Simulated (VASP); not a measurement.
# SiC (P1) in VASP: notebook

Runs on SiC. Level: PBE. Tasks: single point.

Program: VASP 6.6.1. These are calculated values, not measurements. Logs are shortened: lines on timing, memory, paths and dates and some standing lists are left out, and cuts for length are marked.

## Step 1: The cell of the first run

The typed cell holds 4 atoms: a = 3.076 Å, b = 3.076 Å, c = 5.048 Å, α = 90.00°, β = 90.00°, γ = 120.00°.

## Step 2: Single point, PBE (atom 1 (Si) moved by (-0.100, -0.200) A along [1 1 0] and z)

INCAR reads:

```
PREC = Accurate ; ENCUT = 520
EDIFF = 1E-7 ; ISMEAR = 0
SIGMA = 0.05 ; LREAL = F
LASPH = T ; NELM = 100
ALGO = Normal ; ISIF = 2
LWAVE = F ; LCHARG = F
GGA = PE ; NBANDS = 16
```

KPOINTS reads:

```
regular mesh
0
Gamma
  6 6 4
```

POSCAR reads:

```
SiC
1.0
    3.0759982064      0.0000000000      0.0000000000
   -1.5379991032      2.6638925888      0.0000000000
    0.0000000000      0.0000000000      5.0480000000
Si C
2 2
Direct
    0.2970733944      0.6401225491     -0.0396196513
    0.6666666667      0.3333333333      0.5000000000
    0.3333333333      0.6666666667      0.3850000000
    0.6666666667      0.3333333333      0.8850000000
```

Potentials or basis: VASP PAW PBE potentials, release 64 (Si, C).

Started as:

```
$ cat potpaw_PBE.64/Si/POTCAR potpaw_PBE.64/C/POTCAR > POTCAR
$ mpirun -np 1 vasp_std > vasp.out
```

OUTCAR:

```text
PREC = Accurate
   ENCUT = 520
   EDIFF = 1E-7
   ISMEAR = 0
   LREAL = F
   LASPH = T
   NELM = 100
   ISIF = 2
   GGA = PE

 ion  position               nearest neighbor table
   1  0.297  0.640  0.960-   4 1.72   4 1.84   4 1.89   3 2.15   2 2.87   2 2.94   2 2.97
   2  0.667  0.333  0.500-   3 1.87   3 1.87   3 1.87   4 1.94   1 2.87   1 2.94   1 2.97
   3  0.333  0.667  0.385-   2 1.87   2 1.87   2 1.87   1 2.15
   4  0.667  0.333  0.885-   1 1.72   1 1.84   1 1.89   2 1.94

  LATTYP: Found a hexagonal cell.
 ALAT       =     3.0759982064
 C/A-ratio  =     1.6410932846

  Lattice vectors:

 A1 = (   3.0759982064,   0.0000000000,   0.0000000000)
 A2 = (  -1.5379991032,   2.6638925888,   0.0000000000)
 A3 = (   0.0000000000,   0.0000000000,   5.0480000000)

Analysis of symmetry for initial positions (statically):
=====================================================================
 Subroutine PRICEL returns:
 Original cell was already a primitive cell.

 Routine SETGRP: Setting up the symmetry group for a
 hexagonal supercell.

 Subroutine GETGRP returns: Found  1 space group operations
 (whereof  1 operations were pure point group operations)
 out of a pool of 24 trial point group operations.

The static configuration has the point symmetry C_1 .

Analysis of symmetry for dynamics (positions and initial velocities):
=====================================================================
 Subroutine PRICEL returns:
 Original cell was already a primitive cell.

 Routine SETGRP: Setting up the symmetry group for a
 hexagonal supercell.

 Subroutine GETGRP returns: Found  1 space group operations
 (whereof  1 operations were pure point group operations)
 out of a pool of 24 trial point group operations.

The dynamic configuration has the point symmetry C_1 .

 Subroutine INISYM returns: Found  1 space group operations
 (whereof  1 operations are pure point group operations),
 and found     1 'primitive' translations

----------------------------------------------------------------------------------------

                                     Primitive cell

  volume of cell :      41.3640

  direct lattice vectors                    reciprocal lattice vectors
     3.075998206  0.000000000  0.000000000     0.325097719  0.187695255  0.000000000
    -1.537999103  2.663892589  0.000000000     0.000000000  0.375390511  0.000000000
     0.000000000  0.000000000  5.048000000     0.000000000  0.000000000  0.198098257

  length of vectors
     3.075998206  3.075998206  5.048000000     0.375390511  0.375390511  0.198098257

  position of ions in fractional coordinates (direct lattice)
     0.297073394  0.640122549  0.960380349
     0.666666667  0.333333333  0.500000000
     0.333333333  0.666666667  0.385000000
     0.666666667  0.333333333  0.885000000

  ion indices of the primitive-cell ions
   primitive index   ion index
                 1           1
                 2           2
                 3           3
                 4           4

----------------------------------------------------------------------------------------

 KPOINTS: regular mesh

Automatic generation of k-mesh.
 Grid dimensions read from file:
 generate k-points for:    6    6    4

 Generating k-lattice:

  Cartesian coordinates                     Fractional coordinates (reciprocal lattice)
     0.054182953  0.031282543  0.000000000     0.166666667 -0.000000000  0.000000000
     0.000000000  0.062565085  0.000000000     0.000000000  0.166666667  0.000000000
     0.000000000  0.000000000  0.049524564     0.000000000  0.000000000  0.250000000

  Length of vectors
     0.062565085  0.062565085  0.049524564

  Shift w.r.t. Gamma in fractional coordinates (k-lattice)
     0.000000000  0.000000000  0.000000000

 Subroutine IBZKPT returns following result:
 ===========================================

 Found     76 irreducible k-points:

 Following reciprocal coordinates:
            Coordinates               Weight
  0.000000  0.000000  0.000000      1.000000
  0.166667 -0.000000  0.000000      2.000000
  0.000000  0.166667  0.000000      2.000000
 -0.166667  0.166667  0.000000      2.000000
  0.333333 -0.000000  0.000000      2.000000
  0.000000  0.333333  0.000000      2.000000
[... 16 lines left out ...]
  0.000000  0.166667  0.250000      2.000000
 -0.166667  0.166667  0.250000      2.000000
 [... further k-points ...]
   k-points           NKPTS =     76   k-points in BZ     NKDIM =     76   number of bands    NBANDS=     16
   number of dos      NEDOS =    301   number of ions     NIONS =      4
   total plane-waves  NPLWV =  23040
   dimension x,y,z NGX =    24 NGY =   24 NGZ =   40
   dimension x,y,z NGXF=    48 NGYF=   48 NGZF=   80
   ions per type =               2   2
   NGX,Y,Z   is equivalent  to a cutoff of  12.97, 12.97, 13.17 a.u.
   NGXF,Y,Z  is equivalent  to a cutoff of  25.94, 25.94, 26.35 a.u.
 SYSTEM =  unknown system
   PREC   = accura    normal or accurate (medium, high low for compatibility)
   ISTART =      0    job   : 0-new  1-cont  2-samecut
   ICHARG =      2    charge: 1-file 2-atom 10-const
   ISPIN  =      1    spin polarized calculation?
   LNONCOLLINEAR =      F non collinear calculations
   LSORBIT =      F    spin-orbit coupling
   LASPH  =      T    aspherical Exc in radial PAW
   ENCUT  =  520.0 eV  38.22 Ry    6.18 a.u.   5.72  5.72  9.39*2*pi/ulx,y,z
   NELM   =    100;   NELMIN=  2; NELMDL= -5     # of ELM steps
   EDIFF  = 0.1E-06   stopping-criterion for ELM
   LREAL  =      F    real-space projection
   EDIFFG = 0.1E-05   stopping-criterion for IOM
   NSW    =      0    number of steps for IOM
   IBRION =     -1    ionic relax: 0-MD 1-quasi-New 2-CG
   NFREE  =      0    steps in history (QN), initial steepest desc. (CG)
   ISIF   =      2    stress and relaxation
   ISYM   =      2    0-nonsym 1-usesym 2-fastsym
   POTIM  = 0.5000    time-step for ionic-motion
   TEBEG  =    0.0;   TEEND  =   0.0 temperature during run
   PSTRESS=    0.0 pullay stress
   NELECT =      16.0000    total number of electrons
   NUPDOWN=      -1.0000    fix difference up-down
   EMIN   =  10.00;   EMAX   =-10.00  energy-range for DOS
   EFERMI =   0.00;   METHOD = LEGACY
   ISMEAR =     0;   SIGMA  =   0.05  broadening in eV -4-tet -1-fermi 0-gaus
   EFERMI_NEDOS =   21; number of points for ismear=-14 and -15
   IALGO  =     38    algorithm
   IMIX   =      4    mixing-type and parameters
     AMIX     =   0.40;   BMIX     =  1.00
     AMIX_MAG =   1.60;   BMIX_MAG =  1.00
  volume/ion in A,a.u.               =      10.34        69.78
  Fermi-wavevector in a.u.,A,eV,Ry     =   1.192818  2.254099 19.358564  1.422814
  Thomas-Fermi vector in A             =   2.328847
   LORBIT       =      0    0 simple, 1 ext, 2 COOP (PROOUT), +10 PAW based schemes
   GGA     = PE    functional components
   LHFCALC =     F    Hartree Fock is set to
   AEXX    =    0.0000 exact exchange contribution
   IVDW    =     0    specifies the selected vdW correction
   LEPSILON=     F    determine dielectric tensor
   LRPA    =     F    only Hartree local field effects (RPA)
 non-spin polarized calculation
 Gauss-broadening in eV      SIGMA  =   0.05
  energy-cutoff  :      520.00
  volume of cell :       41.36
 maximum number of plane-waves:      1132
   NGX = 11   NGY = 11   NGZ = 19

 number of electron      16.0000000 magnetization

 Free energy of the ion-electron system (eV)
  ---------------------------------------------------
  ext. energy  EPLUGINS =         0.00000000
  ---------------------------------------------------
  free energy    TOTEN  =       -29.38914381 eV

  energy without entropy =      -29.38914381  energy(sigma->0) =      -29.38914381

 E-fermi :   9.1800     XC(G=0): -11.3406

 val. band max:        8.9161296555   @ k =   0.0000   0.0000   0.0000
 cond. band min:      10.6677375268   @ k =   0.0000   0.5000   0.0000
 fundamental gap:      1.7516078713
 Fermi energy:         9.1800419830

 k-point     1 :       0.0000    0.0000    0.0000
  band No.  band energies     occupation
      1      -7.5256      2.00000
      2      -3.8776      2.00000
      3      -0.0036      2.00000
      4       5.8926      2.00000
      5       6.6526      2.00000
      6       8.1317      2.00000
[... 8 lines left out ...]
     15      17.0822      0.00000
     16      19.7764      0.00000

 k-point     2 :       0.1667   -0.0000    0.0000
  band No.  band energies     occupation
      1      -7.0457      2.00000
      2      -3.4636      2.00000
      3       0.4467      2.00000
      4       4.0237      2.00000
      5       5.9563      2.00000
      6       6.4676      2.00000
[... 8 lines left out ...]
     15      17.7010      0.00000
     16      18.0968      0.00000

 k-point     3 :       0.0000    0.1667    0.0000
  band No.  band energies     occupation
      1      -7.0518      2.00000
      2      -3.4655      2.00000
      3       0.4411      2.00000
      4       4.3960      2.00000
      5       5.4910      2.00000
      6       6.6059      2.00000
[... 8 lines left out ...]
     15      17.8513      0.00000
     16      18.0109      0.00000

 k-point     4 :      -0.1667    0.1667    0.0000
  band No.  band energies     occupation
      1      -7.0501      2.00000
      2      -3.4647      2.00000
      3       0.4426      2.00000
      4       4.2539      2.00000
      5       5.6565      2.00000
      6       6.5818      2.00000
[... 8 lines left out ...]
     15      17.8201      0.00000
     16      18.0516      0.00000
[... 324 lines left out ...]
 k-point    22 :       0.1667   -0.0000    0.2500
  band No.  band energies     occupation
      1      -6.8017      2.00000
      2      -4.2852      2.00000
      3       1.7744      2.00000
      4       4.1363      2.00000
      5       6.0317      2.00000
      6       6.1002      2.00000
[... 8 lines left out ...]
     15      17.3605      0.00000
     16      18.7726      0.00000

 k-point    23 :       0.0000    0.1667    0.2500
  band No.  band energies     occupation
      1      -6.8082      2.00000
      2      -4.2868      2.00000
      3       1.7637      2.00000
      4       4.5583      2.00000
      5       5.5988      2.00000
      6       6.1147      2.00000
[... 8 lines left out ...]
     15      17.8194      0.00000
     16      19.0397      0.00000

 k-point    24 :      -0.1667    0.1667    0.2500
  band No.  band energies     occupation
      1      -6.8071      2.00000
      2      -4.2834      2.00000
      3       1.7464      2.00000
      4       4.4139      2.00000
      5       5.7624      2.00000
      6       6.1642      2.00000
[... 8 lines left out ...]
     15      17.5681      0.00000
     16      18.7906      0.00000

 [... further k-points ...]

------------------------ aborting loop because EDIFF is reached ----------------------------------------

  FORCE on cell =-STRESS in cart. coord.  units (eV):
  Direction    XX          YY          ZZ          XY          YZ          ZX
  --------------------------------------------------------------------------------------
  -------------------------------------------------------------------------------------
  Total        4.1058992      1.8681602     -0.4141035      1.2518008      0.3665633      0.5099485
  in kB      159.0364701     72.3606659    -16.0397397     48.4868177     14.1983364     19.7521693
  external PRESSURE =      71.7857988 kB  Pullay stress =       0.0000000 kB

 VOLUME and BASIS-vectors are now :
 -----------------------------------------------------------------------------
  energy-cutoff  :      520.00
  volume of cell :       41.36
      direct lattice vectors                 reciprocal lattice vectors
     3.075998206  0.000000000  0.000000000     0.325097719  0.187695255  0.000000000
    -1.537999103  2.663892589  0.000000000     0.000000000  0.375390511  0.000000000
     0.000000000  0.000000000  5.048000000     0.000000000  0.000000000  0.198098257

 POSITION                                       TOTAL-FORCE (eV/Angst)
 -----------------------------------------------------------------------------------
     -0.07071      1.70522      4.84800         2.416141      2.002143      4.104364
      1.53800      0.88796      2.52400        -0.038536     -0.037536     -0.969405
     -0.00000      1.77593      1.94348        -0.122727     -0.126096     -1.022418
      1.53800      0.88796      4.46748        -2.254878     -1.838511     -2.112541
 -----------------------------------------------------------------------------------
    total drift:                               -0.000036     -0.000024     -0.000226

  FREE ENERGIE OF THE ION-ELECTRON SYSTEM (eV)
  ---------------------------------------------------
  free  energy   TOTEN  =       -29.3891438114 eV

  energy  without entropy=      -29.3891438114  energy(sigma->0) =      -29.38914381
```

It took 26 s on 1 thread of Intel Xeon Platinum 8488C (Sapphire Rapids), shared host; peak memory 0.17 GiB.

What came out:

| Item | Value |
| --- | --- |
| Free energy | -29.3891 eV |
| Pressure | 7.2 GPa |
| Largest force | 5.166 eV/Å |
| Band gap on the k mesh | 1.75 eV, indirect (least direct gap 3.82 eV) |

Forces on the atoms (eV/Å):
```
Si   2.416  2.002  4.104
Si  -0.039 -0.038 -0.969
C   -0.123 -0.126 -1.022
C   -2.255 -1.839 -2.113
```

Levels at points of the mesh, in eV from the valence-band top:
```
           k point  band 6  band 7  band 8  band 9  band 10  band 11
(0.00, 0.00, 0.00)   -0.78   -0.68    0.00    3.82     5.48     5.55
(0.50, 0.00, 0.00)   -4.28   -3.59   -1.99    1.97     3.96     6.24
(0.00, 0.50, 0.00)   -4.61   -3.26   -2.12    1.75     3.83     6.15
(0.50, 0.50, 0.00)   -4.48   -3.34   -2.08    1.78     3.84     6.14
(0.00, 0.00, 0.50)   -2.03   -1.00   -0.97    4.57     5.55     5.71
(0.50, 0.00, 0.50)   -2.94   -2.70   -2.07    2.22     2.63     4.20
(0.00, 0.50, 0.50)   -3.01   -2.71   -2.13    2.35     2.68     4.22
(0.50, 0.50, 0.50)   -3.00   -2.71   -2.11    2.31     2.65     4.19
```

Caveat: the cell differs from its parent crystal (atom 1 (Si) moved by (-0.100, -0.200) A along [1 1 0] and z); forces of over 1 eV/Å act on the atoms, so gaps and moduli don't describe the material at rest.

## Step 3: Single point, PBE (atom 1 (Si) moved by (-0.100, +0.200) A along [1 1 0] and z)

INCAR reads:

```
SYSTEM = SiC
  ALGO = Normal
  EDIFF = 1E-7
  ENCUT = 520
  GGA = PE
  ISIF = 2
  ISMEAR = 0
  LASPH = .True.
  LCHARG = .True.
  LELF = .True.
  LREAL = .False.
  LVHAR = .True.
  LWAVE = .False.
  NBANDS = 16
  NELM = 100
  PREC = Accurate
  SIGMA = 0.05
```

KPOINTS reads:

```
k-points
0
Gamma
  6 6 4
  0 0 0
```

Changes to POSCAR since step 2:

```diff
@@ -8,3 +8,3 @@
 Direct
-    0.2970733944      0.6401225491     -0.0396196513
+    0.2970733944      0.6401225491      0.0396196513
     0.6666666667      0.3333333333      0.5000000000
```

Potentials or basis: VASP PAW PBE potentials, release 64 (Si, C).

Started as:

```
$ cat potpaw_PBE.64/Si/POTCAR potpaw_PBE.64/C/POTCAR > POTCAR
$ mpirun -np 1 vasp_std > vasp.out
```

It took 31 s on 1 thread of Intel Xeon Platinum 8488C (Sapphire Rapids), shared host; peak memory 0.18 GiB.

Results (log left out):

```yaml
Free_energy: -29.5454 eV
Pressure: 6.0 GPa
Largest_force: 5.761 eV/Å
Band_gap_on_the_k_mesh: 1.14 eV, indirect (least direct gap 3.24 eV)
```

Forces in eV/Å, atoms in the order of the input:
```
Si   1.226  1.024 -5.535
Si  -0.064 -0.057  2.572
C   -0.088 -0.087  1.923
C   -1.073 -0.880  1.040
```

Stress tensor (GPa, compression positive):
```
 4.22  1.37  2.16
 1.37  2.01  1.70
 2.16  1.70 11.84
```

Levels at points of the mesh, in eV from the valence-band top:
| k point | band 5 | band 6 | band 7 | band 8 | band 9 | band 10 | band 11 | band 12 |
| --- | --- | --- | --- | --- | --- | --- | --- | --- |
| (0.00, 0.00, 0.00) | -2.58 | -1.33 | -0.58 | 0.00 | 3.62 | 5.40 | 5.51 | 5.78 |
| (0.50, 0.00, 0.00) | -6.41 | -4.47 | -4.45 | -1.44 | 1.80 | 3.25 | 5.95 | 6.15 |
| (0.00, 0.50, 0.00) | -6.31 | -4.52 | -4.27 | -1.73 | 1.68 | 3.13 | 5.86 | 6.02 |
| (0.50, 0.50, 0.00) | -6.37 | -4.50 | -4.32 | -1.62 | 1.69 | 3.14 | 5.87 | 6.07 |
| (0.00, 0.00, 0.50) | -2.48 | -2.44 | -0.91 | -0.24 | 4.23 | 5.67 | 5.79 | 5.93 |
| (0.50, 0.00, 0.50) | -4.16 | -3.67 | -2.97 | -2.17 | 1.94 | 2.26 | 4.52 | 4.84 |
| (0.00, 0.50, 0.50) | -4.18 | -3.74 | -2.98 | -2.45 | 2.03 | 2.37 | 4.40 | 4.69 |
| (0.50, 0.50, 0.50) | -4.18 | -3.74 | -2.98 | -2.32 | 2.01 | 2.33 | 4.44 | 4.69 |

Caveat: the cell differs from its parent crystal (atom 1 (Si) moved by (-0.100, +0.200) A along [1 1 0] and z); forces of over 1 eV/Å act on the atoms, so gaps and moduli don't describe the material at rest. A k mesh can miss the band edges.

## Step 4: Single point, PBE (atom 1 (Si) moved by (+0.100, -0.200) A along [1 1 0] and z)

INCAR reads:

```
PREC = Accurate ; ENCUT = 520
EDIFF = 1E-6 ; ISMEAR = 0
SIGMA = 0.05 ; LREAL = F
LASPH = T ; NELM = 60
ALGO = Normal ; ISIF = 2
LWAVE = F ; LCHARG = T
GGA = PE ; LELF = T
LVHAR = T ; NBANDS = 16
```

KPOINTS reads:

```
regular mesh
0
Gamma
  6 6 4
```

Changes to POSCAR since step 3:

```diff
@@ -8,3 +8,3 @@
 Direct
-    0.2970733944      0.6401225491      0.0396196513
+    0.3695932723      0.6932107843     -0.0396196513
     0.6666666667      0.3333333333      0.5000000000
```

Started as:

```
$ cat potpaw_PBE.64/Si/POTCAR potpaw_PBE.64/C/POTCAR > POTCAR
$ mpirun -np 1 vasp_std > vasp.out
```

Run time: 27 s. Hardware: 1 thread of Intel Xeon Platinum 8488C (Sapphire Rapids), shared host; peak memory 0.17 GiB.

It converged, with:

| Item | Value |
| --- | --- |
| Free energy | -29.4086 eV |
| Pressure | 7.0 GPa |
| Largest force | 4.812 eV/Å |
| Band gap on the k mesh | 1.74 eV, indirect (least direct gap 3.81 eV) |

Forces on the atoms (eV/Å):
```
Si  -1.586 -2.000  4.079
Si   0.037  0.038 -0.970
C    0.130  0.126 -1.022
C    1.420  1.836 -2.087
```

Stress tensor (GPa, compression positive):
```
 7.06 -3.79 -0.86
-3.79 15.67 -1.42
-0.86 -1.42 -1.62
```

Levels at points of the mesh, in eV from the valence-band top:
```csv
k point,band 5,band 6,band 7,band 8,band 9,band 10,band 11,band 12
"(0.00, 0.00, 0.00)",-2.25,-0.78,-0.68,0.00,3.81,5.47,5.58,6.11
"(0.50, 0.00, 0.00)",-5.78,-4.70,-3.21,-2.14,1.74,3.83,6.16,7.05
"(0.00, 0.50, 0.00)",-5.57,-4.31,-3.54,-2.01,1.92,3.92,6.20,7.12
"(0.50, 0.50, 0.00)",-5.63,-4.38,-3.45,-2.04,1.84,3.87,6.16,7.13
"(0.00, 0.00, 0.50)",-2.91,-2.01,-1.00,-0.98,4.56,5.52,5.77,6.47
"(0.50, 0.00, 0.50)",-4.40,-3.02,-2.72,-2.14,2.37,2.70,4.23,4.56
"(0.00, 0.50, 0.50)",-3.93,-2.96,-2.70,-2.08,2.23,2.62,4.18,4.60
"(0.50, 0.50, 0.50)",-4.03,-2.98,-2.70,-2.09,2.26,2.63,4.17,4.58
```

Caveat: the cell differs from its parent crystal (atom 1 (Si) moved by (+0.100, -0.200) A along [1 1 0] and z); forces of over 1 eV/Å act on the atoms, so gaps and moduli don't describe the material at rest. A k mesh can miss the band edges.
